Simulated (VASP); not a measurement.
# Cr2O (antifluorite type) (Fm-3m) in VASP: notebook, part 2 of 2

VASP 6.6.1. The steps go on from the part before.

## (4) Single point, PBE

This run uses another cell than the first one, of 10.15 Å³/atom.

Contents of INCAR:

```
SYSTEM = Cr2O
PREC = Accurate
ENCUT = 600
EDIFF = 1E-6
ISMEAR = -1
SIGMA = 0.06122561905347299
LREAL = .FALSE.
LASPH = .TRUE.
NELM = 120
ALGO = Normal
ISIF = 2
LWAVE = .FALSE.
LCHARG = .FALSE.
GGA = PE
NBANDS = 22
GGA_COMPAT = .FALSE.
```

Contents of KPOINTS:

```
regular mesh
0
G
  19 19 19
  0 0 0
```

Contents of POSCAR:

```
Cr2O
1.0
    0.0000000000      2.4782370334      2.4782370334
    2.4782370334      0.0000000000      2.4782370334
    2.4782370334      2.4782370334      0.0000000000
Cr O
2 1
Direct
    0.2500000000      0.2500000000      0.2500000000
    0.7500000000      0.7500000000      0.7500000000
    0.0000000000      0.0000000000      0.0000000000
```

Potentials or basis: VASP PAW PBE potentials, release 64 (Cr_pv, O).

On the command line:

```console
$ cat potpaw_PBE.64/Cr_pv/POTCAR potpaw_PBE.64/O/POTCAR > POTCAR
$ mpirun -np 1 vasp_std > vasp.out
```

OUTCAR:

```text
SYSTEM = Cr2O
   PREC = Accurate
   ENCUT = 600
   EDIFF = 1E-6
   ISMEAR = -1
   LREAL = .FALSE.
   LASPH = .TRUE.
   NELM = 120
   ISIF = 2
   GGA = PE

 ion  position               nearest neighbor table
   1  0.250  0.250  0.250-   3 2.15   3 2.15   3 2.15   3 2.15   2 2.48   2 2.48   2 2.48   2 2.48
                             2 2.48   2 2.48
   2  0.750  0.750  0.750-   3 2.15   3 2.15   3 2.15   3 2.15   1 2.48   1 2.48   1 2.48   1 2.48
                             1 2.48   1 2.48
   3  0.000  0.000  0.000-   2 2.15   2 2.15   2 2.15   1 2.15   2 2.15   1 2.15   1 2.15   1 2.15

  LATTYP: Found a face centered cubic cell.
 ALAT       =     4.9564740668

  Lattice vectors:

 A1 = (   0.0000000000,   2.4782370334,   2.4782370334)
 A2 = (   2.4782370334,   0.0000000000,   2.4782370334)
 A3 = (   2.4782370334,   2.4782370334,   0.0000000000)

Analysis of symmetry for initial positions (statically):
=====================================================================
 Subroutine PRICEL returns:
 Original cell was already a primitive cell.

 Routine SETGRP: Setting up the symmetry group for a
 face centered cubic supercell.

 Subroutine GETGRP returns: Found 48 space group operations
 (whereof 48 operations were pure point group operations)
 out of a pool of 48 trial point group operations.

The static configuration has the point symmetry O_h .

Analysis of symmetry for dynamics (positions and initial velocities):
=====================================================================
 Subroutine PRICEL returns:
 Original cell was already a primitive cell.

 Routine SETGRP: Setting up the symmetry group for a
 face centered cubic supercell.

 Subroutine GETGRP returns: Found 48 space group operations
 (whereof 48 operations were pure point group operations)
 out of a pool of 48 trial point group operations.

The dynamic configuration has the point symmetry O_h .

 Subroutine INISYM returns: Found 48 space group operations
[... 115 lines left out ...]
   EFERMI_NEDOS =   21; number of points for ismear=-14 and -15
   IALGO  =     38    algorithm
   IMIX   =      4    mixing-type and parameters
     AMIX     =   0.40;   BMIX     =  1.00
     AMIX_MAG =   1.60;   BMIX_MAG =  1.00
  volume/ion in A,a.u.               =      10.15        68.48
  Fermi-wavevector in a.u.,A,eV,Ry     =   1.629155  3.078657 36.111849  2.654146
  Thomas-Fermi vector in A             =   2.721668
   LORBIT       =      0    0 simple, 1 ext, 2 COOP (PROOUT), +10 PAW based schemes
   GGA     = PE    functional components
   LHFCALC =     F    Hartree Fock is set to
   AEXX    =    0.0000 exact exchange contribution
   IVDW    =     0    specifies the selected vdW correction
   LEPSILON=     F    determine dielectric tensor
   LRPA    =     F    only Hartree local field effects (RPA)
 non-spin polarized calculation
  energy-cutoff  :      600.00
  volume of cell :       30.44
 maximum number of plane-waves:      1027
   NGX = 13   NGY = 13   NGZ = 13

 number of electron      29.9999992 magnetization

 Free energy of the ion-electron system (eV)
  ---------------------------------------------------
  ext. energy  EPLUGINS =         0.00000000
  ---------------------------------------------------
  free energy    TOTEN  =       -23.10800846 eV

  energy without entropy =      -23.05106621  energy(sigma->0) =      -23.07953733

 E-fermi :  10.7167     XC(G=0): -13.1942

 val. band max:       10.7166581355   @ k =  -0.4737   0.4737   0.0526
 cond. band min:      10.7181725282   @ k =  -0.1579   0.2105   0.0526
 fundamental gap:      0.0015143927
 Fermi energy:        10.7166837433

 k-point     1 :       0.0000    0.0000    0.0000
  band No.  band energies     occupation
      1     -32.8225      2.00000
      2     -32.8225      2.00000
      3     -32.8225      2.00000
      4     -32.3523      2.00000
      5     -32.3523      2.00000
      6     -32.3523      2.00000
[... 589 lines left out ...]
     21      12.5953      0.00000
     22      17.2090      0.00000

 [... further k-points ...]

------------------------ aborting loop because EDIFF is reached ----------------------------------------

  FORCE on cell =-STRESS in cart. coord.  units (eV):
  Direction    XX          YY          ZZ          XY          YZ          ZX
  --------------------------------------------------------------------------------------
  -------------------------------------------------------------------------------------
  Total        0.0134688      0.0134688      0.0134688      0.0000000      0.0000000      0.0000000
  in kB        0.7088912      0.7088912      0.7088912      0.0000000      0.0000000      0.0000000
  external PRESSURE =       0.7088912 kB  Pullay stress =       0.0000000 kB

 VOLUME and BASIS-vectors are now :
 -----------------------------------------------------------------------------
  energy-cutoff  :      600.00
  volume of cell :       30.44
      direct lattice vectors                 reciprocal lattice vectors
     0.000000000  2.478237033  2.478237033    -0.201756326  0.201756326  0.201756326
     2.478237033  0.000000000  2.478237033     0.201756326 -0.201756326  0.201756326
     2.478237033  2.478237033  0.000000000     0.201756326  0.201756326 -0.201756326

 POSITION                                       TOTAL-FORCE (eV/Angst)
 -----------------------------------------------------------------------------------
      1.23912      1.23912      1.23912         0.000000      0.000000     -0.000000
      3.71736      3.71736      3.71736        -0.000000     -0.000000     -0.000000
      0.00000      0.00000      0.00000         0.000000     -0.000000      0.000000
 -----------------------------------------------------------------------------------
    total drift:                                0.000000      0.000000      0.000000

  FREE ENERGIE OF THE ION-ELECTRON SYSTEM (eV)
  ---------------------------------------------------
  free  energy   TOTEN  =       -23.1080084582 eV

  energy  without entropy=      -23.0510662071  energy(sigma->0) =      -23.07953733
```

stdout:

```text
POSCAR found type information on POSCAR CrO
 POSCAR found :  2 types and       3 ions
 scaLAPACK will be used
 LDA part: xc-table for (Slater+PW92), standard interpolation
 POSCAR, INCAR and KPOINTS ok, starting setup
 FFT: planning ... GRIDC
 FFT: planning ... GRID_SOFT
 FFT: planning ... GRID
 WAVECAR not read
 entering main loop
```

It took 74 s on 1 thread of Intel Xeon 6975P-C (Granite Rapids), shared host; peak memory 0.28 GiB.

What came out:

| Item | Value |
| --- | --- |
| Free energy | -23.1080 eV |
| Pressure | 0.1 GPa |
| Band gap on the k mesh | zero (bands 15 and 16 overlap by 1.05 eV) |

Levels at points of the mesh, in eV from the Fermi level:
```tsv
k point	band 13	band 14	band 15	band 16	band 17	band 18
(0.00, 0.00, 0.00)	-3.33	0.71	0.71	0.71	1.39	1.39
```

Caveat: the run has no spin polarisation, though such a crystal can be magnetic.

## (5) Overview

```tsv
cell	gap on the mesh (eV)	pressure (GPa)
a = 3.457 Å, angles 60.0°, 3 atoms	none	9.3
a = 3.481 Å, angles 60.0°, 3 atoms	none	4.4
a = 3.505 Å, angles 60.0°, 3 atoms	none	0.1
```

Alike in all rows: task single point; level PBE; potentials or basis VASP PAW PBE potentials, release 64 (Cr_pv, O); no spin polarisation; k mesh 19 × 19 × 19; cutoff (eV) 600; smearing fermi-dirac 0.0612256 eV.

Caveats: the run has no spin polarisation, though such a crystal can be magnetic; the cell stands under pressure (at least some runs).

Absolute energies hang on the potentials; compare differences alone.
